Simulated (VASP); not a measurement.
# PbS (Cmcm) in VASP: single point with PBE

Aim: the single point of PbS with PBE.

All numbers are computed with VASP 6.6.1; they aren't measurements. Logs are shortened: lines on timing, memory, paths and dates and some standing lists are left out, and cuts for length are marked.

## 1. The cell of the first run

The structure is orthorhombic, space group Cmcm (No. 63). The conventional cell has a = 4.354 Å, b = 12.393 Å, c = 4.496 Å, α = 90.00°, β = 90.00°, γ = 90.00°. Pb (site symmetry m2m) has 5 S at 2.84 to 3.13 Å within 3.7 Å. Within 3.7 Å of S (site symmetry m2m) lie 5 Pb at 2.84 to 3.13 Å.

## 2. Single point, PBE (Se replaced by S, lengths x 0.966, strained)

INCAR

```
PREC     = Accurate       # precision mode
ENCUT    = 520            # plane-wave cutoff, eV
EDIFF    = 1E-6           # SCF threshold, eV
ISMEAR   = 0              # smearing method
SIGMA    = 0.1            # smearing width, eV
LREAL    = False          # projectors in reciprocal space
LASPH    = True           # aspherical terms in the spheres
NELM     = 100            # most SCF steps
ALGO     = Normal         # electronic algorithm
ISIF     = 2              # what is computed and relaxed
LWAVE    = False          # write WAVECAR
LCHARG   = False          # write CHGCAR
GGA      = PE             # functional
NBANDS   = 28             # bands
```

KPOINTS

```
Automatic mesh
0
Gamma
  4 4 4
```

POSCAR

```
PbS
1.0
    2.1769257571     -6.1967112368      0.0000000000
    2.1769257571      6.1967112368      0.0000000000
    0.0000000000      0.0000000000      4.4960319906
Pb S
2 2
Direct
    0.6317607300      0.3682392700      0.7500000000
    0.3682392700      0.6317607300      0.2500000000
    0.8612899600      0.1387100400      0.7500000000
    0.1387100400      0.8612899600      0.2500000000
```

Potentials or basis: VASP PAW PBE potentials, release 64 (Pb_d, S).

Run with:

```bash
$ cat potpaw_PBE.64/Pb_d/POTCAR potpaw_PBE.64/S/POTCAR > POTCAR
$ mpirun -np 1 vasp_std > vasp.out
```

OUTCAR:

```text
PREC = Accurate
   ENCUT = 520
   EDIFF = 1E-6
   ISMEAR = 0
   LREAL = False
   LASPH = True
   NELM = 100
   ISIF = 2
   GGA = PE

 ion  position               nearest neighbor table
   1  0.632  0.368  0.750-   3 2.84   4 3.13   4 3.13   4 3.13   4 3.13   2 3.96   2 3.96
   2  0.368  0.632  0.250-   4 2.84   3 3.13   3 3.13   3 3.13   3 3.13   1 3.96   1 3.96
   3  0.861  0.139  0.750-   1 2.84   2 3.13   2 3.13   2 3.13   2 3.13
   4  0.139  0.861  0.250-   2 2.84   1 3.13   1 3.13   1 3.13   1 3.13

  LATTYP: Found a base centered orthorhombic cell.
 ALAT       =     4.3538515142
 B/A-ratio  =     2.8465422932
 C/A-ratio  =     1.0326562530

  Lattice vectors:

 A1 = (   2.1769257571,  -6.1967112368,   0.0000000000)
 A2 = (   2.1769257571,   6.1967112368,   0.0000000000)
 A3 = (   0.0000000000,   0.0000000000,   4.4960319906)

Analysis of symmetry for initial positions (statically):
=====================================================================
 Subroutine PRICEL returns:
 Original cell was already a primitive cell.

 Routine SETGRP: Setting up the symmetry group for a
 base centered orthorhombic supercell.

 Subroutine GETGRP returns: Found  8 space group operations
 (whereof  4 operations were pure point group operations)
 out of a pool of  8 trial point group operations.

The static configuration has the point symmetry C_2h.
 The point group associated with its full space group is D_2h.

Analysis of symmetry for dynamics (positions and initial velocities):
=====================================================================
 Subroutine PRICEL returns:
 Original cell was already a primitive cell.

 Routine SETGRP: Setting up the symmetry group for a
 base centered orthorhombic supercell.

 Subroutine GETGRP returns: Found  8 space group operations
 (whereof  4 operations were pure point group operations)
 out of a pool of  8 trial point group operations.

The dynamic configuration has the point symmetry C_2h.
 The point group associated with its full space group is D_2h.

 Subroutine INISYM returns: Found  8 space group operations
 (whereof  4 operations are pure point group operations),
 and found     1 'primitive' translations

----------------------------------------------------------------------------------------

                                     Primitive cell

  volume of cell :     121.3010

  direct lattice vectors                    reciprocal lattice vectors
     2.176925757 -6.196711237  0.000000000     0.229681696 -0.080687962  0.000000000
     2.176925757  6.196711237  0.000000000     0.229681696  0.080687962  0.000000000
     0.000000000  0.000000000  4.496031991     0.000000000  0.000000000  0.222418346

  length of vectors
     6.567970455  6.567970455  4.496031991     0.243442455  0.243442455  0.222418346

  position of ions in fractional coordinates (direct lattice)
     0.631760730  0.368239270  0.750000000
     0.368239270  0.631760730  0.250000000
     0.861289960  0.138710040  0.750000000
     0.138710040  0.861289960  0.250000000

  ion indices of the primitive-cell ions
   primitive index   ion index
                 1           1
                 2           2
                 3           3
                 4           4

----------------------------------------------------------------------------------------

 KPOINTS: Automatic mesh

Automatic generation of k-mesh.
 Grid dimensions read from file:
 generate k-points for:    4    4    4

 Generating k-lattice:

  Cartesian coordinates                     Fractional coordinates (reciprocal lattice)
     0.057420424 -0.020171990  0.000000000     0.250000000  0.000000000  0.000000000
     0.057420424  0.020171990  0.000000000     0.000000000  0.250000000  0.000000000
     0.000000000  0.000000000  0.055604587     0.000000000  0.000000000  0.250000000

  Length of vectors
     0.060860614  0.060860614  0.055604587

  Shift w.r.t. Gamma in fractional coordinates (k-lattice)
     0.000000000  0.000000000  0.000000000

 Subroutine IBZKPT returns following result:
 ===========================================

 Found     21 irreducible k-points:

 Following reciprocal coordinates:
            Coordinates               Weight
  0.000000  0.000000  0.000000      1.000000
  0.250000  0.000000  0.000000      4.000000
  0.500000  0.000000  0.000000      2.000000
  0.250000  0.250000  0.000000      2.000000
  0.500000  0.250000  0.000000      4.000000
 -0.250000  0.250000  0.000000      2.000000
[... 13 lines left out ...]
 -0.250000  0.250000  0.500000      2.000000
  0.500000  0.500000  0.500000      1.000000
   k-points           NKPTS =     21   k-points in BZ     NKDIM =     21   number of bands    NBANDS=     28
   number of dos      NEDOS =    301   number of ions     NIONS =      4
   total plane-waves  NPLWV =  90000
   dimension x,y,z NGX =    50 NGY =   50 NGZ =   36
   dimension x,y,z NGXF=   100 NGYF=  100 NGZF=   72
   ions per type =               2   2
   NGX,Y,Z   is equivalent  to a cutoff of  12.66, 12.66, 13.31 a.u.
   NGXF,Y,Z  is equivalent  to a cutoff of  25.31, 25.31, 26.62 a.u.
 SYSTEM =  unknown system
   PREC   = accura    normal or accurate (medium, high low for compatibility)
   ISTART =      0    job   : 0-new  1-cont  2-samecut
   ICHARG =      2    charge: 1-file 2-atom 10-const
   ISPIN  =      1    spin polarized calculation?
   LNONCOLLINEAR =      F non collinear calculations
   LSORBIT =      F    spin-orbit coupling
   LASPH  =      T    aspherical Exc in radial PAW
   ENCUT  =  520.0 eV  38.22 Ry    6.18 a.u.  12.21 12.21  8.36*2*pi/ulx,y,z
   NELM   =    100;   NELMIN=  2; NELMDL= -5     # of ELM steps
   EDIFF  = 0.1E-05   stopping-criterion for ELM
   LREAL  =      F    real-space projection
   EDIFFG = 0.1E-04   stopping-criterion for IOM
   NSW    =      0    number of steps for IOM
   IBRION =     -1    ionic relax: 0-MD 1-quasi-New 2-CG
   NFREE  =      0    steps in history (QN), initial steepest desc. (CG)
   ISIF   =      2    stress and relaxation
   ISYM   =      2    0-nonsym 1-usesym 2-fastsym
   POTIM  = 0.5000    time-step for ionic-motion
   TEBEG  =    0.0;   TEEND  =   0.0 temperature during run
   PSTRESS=    0.0 pullay stress
   NELECT =      40.0000    total number of electrons
   NUPDOWN=      -1.0000    fix difference up-down
   EMIN   =  10.00;   EMAX   =-10.00  energy-range for DOS
   EFERMI =   0.00;   METHOD = LEGACY
   ISMEAR =     0;   SIGMA  =   0.10  broadening in eV -4-tet -1-fermi 0-gaus
   EFERMI_NEDOS =   21; number of points for ismear=-14 and -15
   IALGO  =     38    algorithm
   IMIX   =      4    mixing-type and parameters
     AMIX     =   0.40;   BMIX     =  1.00
     AMIX_MAG =   1.60;   BMIX_MAG =  1.00
  volume/ion in A,a.u.               =      30.33       204.64
  Fermi-wavevector in a.u.,A,eV,Ry     =   1.131028  2.137333 17.404908  1.279225
  Thomas-Fermi vector in A             =   2.267726
   LORBIT       =      0    0 simple, 1 ext, 2 COOP (PROOUT), +10 PAW based schemes
   GGA     = PE    functional components
   LHFCALC =     F    Hartree Fock is set to
   AEXX    =    0.0000 exact exchange contribution
   IVDW    =     0    specifies the selected vdW correction
   LEPSILON=     F    determine dielectric tensor
   LRPA    =     F    only Hartree local field effects (RPA)
 non-spin polarized calculation
 Gauss-broadening in eV      SIGMA  =   0.10
  energy-cutoff  :      520.00
  volume of cell :      121.30
 maximum number of plane-waves:      3304
 NGX is ok and might be reduce to    50
   NGX = 25   NGY = 25   NGZ = 17

 number of electron      40.0000002 magnetization

 Free energy of the ion-electron system (eV)
  ---------------------------------------------------
  ext. energy  EPLUGINS =         0.00000000
  ---------------------------------------------------
  free energy    TOTEN  =       -17.15021956 eV

  energy without entropy =      -17.15021956  energy(sigma->0) =      -17.15021956

 E-fermi :   3.9797     XC(G=0):  -9.0080

 val. band max:        3.4881288535   @ k =   0.0000   0.0000   0.5000
 cond. band min:       4.8732226999   @ k =   0.2500   0.2500   0.0000
 fundamental gap:      1.3850938464
 Fermi energy:         3.9796658819

 k-point     1 :       0.0000    0.0000    0.0000
  band No.  band energies     occupation
      1     -12.7699      2.00000
      2     -12.7421      2.00000
      3     -12.7403      2.00000
      4     -12.7377      2.00000
      5     -12.7085      2.00000
      6     -12.7030      2.00000
[... 20 lines left out ...]
     27       9.1362      0.00000
     28      10.6290      0.00000

 k-point     2 :       0.2500    0.0000    0.0000
  band No.  band energies     occupation
      1     -12.7556      2.00000
      2     -12.7348      2.00000
      3     -12.7331      2.00000
      4     -12.7223      2.00000
      5     -12.7177      2.00000
      6     -12.7083      2.00000
[... 20 lines left out ...]
     27      10.5863      0.00000
     28      11.4823      0.00000

 k-point     3 :       0.5000    0.0000    0.0000
  band No.  band energies     occupation
      1     -12.7360      2.00000
      2     -12.7338      2.00000
      3     -12.7273      2.00000
      4     -12.7257      2.00000
      5     -12.7177      2.00000
      6     -12.7163      2.00000
[... 20 lines left out ...]
     27      11.5884      0.00000
     28      12.7603      0.00000

 k-point     4 :       0.2500    0.2500    0.0000
  band No.  band energies     occupation
      1     -12.7367      2.00000
      2     -12.7360      2.00000
      3     -12.7269      2.00000
      4     -12.7212      2.00000
      5     -12.7182      2.00000
      6     -12.7117      2.00000
[... 485 lines left out ...]
     27      10.6157      0.00000
     28      10.6157      0.00000

 k-point    20 :      -0.2500    0.2500    0.5000
  band No.  band energies     occupation
      1     -12.7465      2.00000
      2     -12.7465      2.00000
      3     -12.7235      2.00000
      4     -12.7235      2.00000
      5     -12.7146      2.00000
      6     -12.7146      2.00000
[... 20 lines left out ...]
     27      12.7020      0.00000
     28      12.7020      0.00000

 k-point    21 :       0.5000    0.5000    0.5000
  band No.  band energies     occupation
      1     -12.7478      2.00000
      2     -12.7478      2.00000
      3     -12.7187      2.00000
      4     -12.7187      2.00000
      5     -12.7176      2.00000
      6     -12.7176      2.00000
[... 20 lines left out ...]
     27      12.1225      0.00000
     28      12.1225      0.00000

------------------------ aborting loop because EDIFF is reached ----------------------------------------

  FORCE on cell =-STRESS in cart. coord.  units (eV):
  Direction    XX          YY          ZZ          XY          YZ          ZX
  --------------------------------------------------------------------------------------
  -------------------------------------------------------------------------------------
  Total       -3.7572764     -3.5707452     -3.6455254      0.0000000     -0.0000000      0.0000000
  in kB      -49.6271651    -47.1634083    -48.1511254      0.0000000     -0.0000000      0.0000000
  external PRESSURE =     -48.3138996 kB  Pullay stress =       0.0000000 kB

 VOLUME and BASIS-vectors are now :
 -----------------------------------------------------------------------------
  energy-cutoff  :      520.00
  volume of cell :      121.30
      direct lattice vectors                 reciprocal lattice vectors
     2.176925757 -6.196711237  0.000000000     0.229681696 -0.080687962  0.000000000
     2.176925757  6.196711237  0.000000000     0.229681696  0.080687962  0.000000000
     0.000000000  0.000000000  4.496031991     0.000000000  0.000000000  0.222418346

 POSITION                                       TOTAL-FORCE (eV/Angst)
 -----------------------------------------------------------------------------------
      2.17693     -1.63297      3.37202         0.000000     -0.585198     -0.000000
      2.17693      1.63297      1.12401         0.000000      0.585198     -0.000000
      2.17693     -4.47762      3.37202         0.000000      0.508973      0.000000
      2.17693      4.47762      1.12401         0.000000     -0.508973      0.000000
 -----------------------------------------------------------------------------------
    total drift:                                0.000000     -0.000000     -0.000000

  FREE ENERGIE OF THE ION-ELECTRON SYSTEM (eV)
  ---------------------------------------------------
  free  energy   TOTEN  =       -17.1502195600 eV

  energy  without entropy=      -17.1502195600  energy(sigma->0) =      -17.15021956
```

Wall time 61 s (1 thread of Intel Xeon 6975P-C (Granite Rapids), shared host); peak memory 0.3 GiB.

What came out:

- Free energy: -17.1502 eV
- Pressure: -4.8 GPa
- Largest force: 0.585 eV/Å
- Band gap on the k mesh: 1.39 eV, indirect (least direct gap 1.48 eV)

Forces in eV/Å, atoms in the order of the input:
```
Pb   0.000 -0.585  0.000
Pb   0.000  0.585  0.000
S    0.000  0.509  0.000
S    0.000 -0.509  0.000
```

Stress tensor (GPa, compression positive):
```
-4.96  0.00  0.00
 0.00 -4.72  0.00
 0.00  0.00 -4.82
```

Caveat: the cell differs from its parent crystal (Se replaced by S, lengths x 0.966, strained); spin-orbit coupling is left out, which moves the levels of the heavy elements. A k mesh can miss the band edges.
